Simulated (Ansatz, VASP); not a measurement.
CoH: VASP beside Ansatz

INCAR

```
  ALGO = Normal
  EDIFF = 1E-7
  ENCUT = 520
  GGA = PS
  ISIF = 2
  ISMEAR = -1
  ISPIN = 2
  LASPH = T
  LCHARG = F
  LMAXMIX = 4
  LORBIT = 11
  LREAL = F
  LWAVE = F
  MAGMOM = 2.5 0
  NBANDS = 16
  NELM = 150
  PREC = Accurate
  SIGMA = 0.1
```

Contents of KPOINTS:

```
k-points
0
Gamma
  13 13 13
```

Contents of POSCAR:

```
CoH
1.0
    0.0000000000      1.8305927548      1.8305927548
    1.8305927548      0.0000000000      1.8305927548
    1.8305927548      1.8305927548      0.0000000000
Co H
1 1
Direct
    0.0000000000      0.0000000000      0.0000000000
    0.5000000000      0.5000000000      0.5000000000
```

Input for Ansatz:

```yaml
crystal:
  lattice:
    - [0.0, 1.8305927548242338, 1.8305927548242338]
    - [1.8305927548242338, 0.0, 1.8305927548242338]
    - [1.8305927548242338, 1.8305927548242338, 0.0]
  atoms:
    - { symbol: Co, position: [0.0, 0.0, 0.0], spin: 2.5 }
    - { symbol: H, position: [0.5, 0.5, 0.5] }
basis:
  ecutwfc: 476.19925930478996
  xc_grid: 2
kpoints:
  mp_grid:
    grid: [13, 13, 13]
hamiltonian:
  xc: pbesol
magnetization:
  spin_polarized: true
scf:
  self_checks: high
  convergence:
    dr2_threshold: 1.0e-07
  occupations:
    method: fermi_dirac
    width: 0.1
output:
  stress: true
```

Alike in both runs: task single point; functional PBEsol; k mesh 13 × 13 × 13; occupations fermi-dirac, width 0.1 eV; collinear spin.

|  | VASP | Ansatz |
| --- | --- | --- |
| version | VASP 6.6.1 | Ansatz 0.2.0 |
| potentials or method | VASP PAW PBE potentials, release 64 (Co, H), cutoff 520 eV | plane waves, PAW |
| valence electrons in the cell | 10 | 18 |

```tsv
	VASP	Ansatz	Ansatz less VASP
gap on the k mesh at the Fermi level (eV)	none	none	-
pressure (GPa)	-2.3	-1.9	+0.39
net moment per atom (μB)	0.56	0.57	+0.005
size of the moment on the site where the two differ most (μB)	1.15	1.12	-0.034
```

VASP's potentials were made for PBE, not for PBEsol. Site moments also hang on the region over which each program counts them. A gap of «none» marks a metal or a gap that the smearing closes. The functional is the same, so the differences come from potentials, cutoffs and numerics. VASP's potentials hold 10 valence electrons a cell and Ansatz's 18, so a difference there can come from the potentials and not from the codes. Ansatz's warnings: stress scf threshold loose.
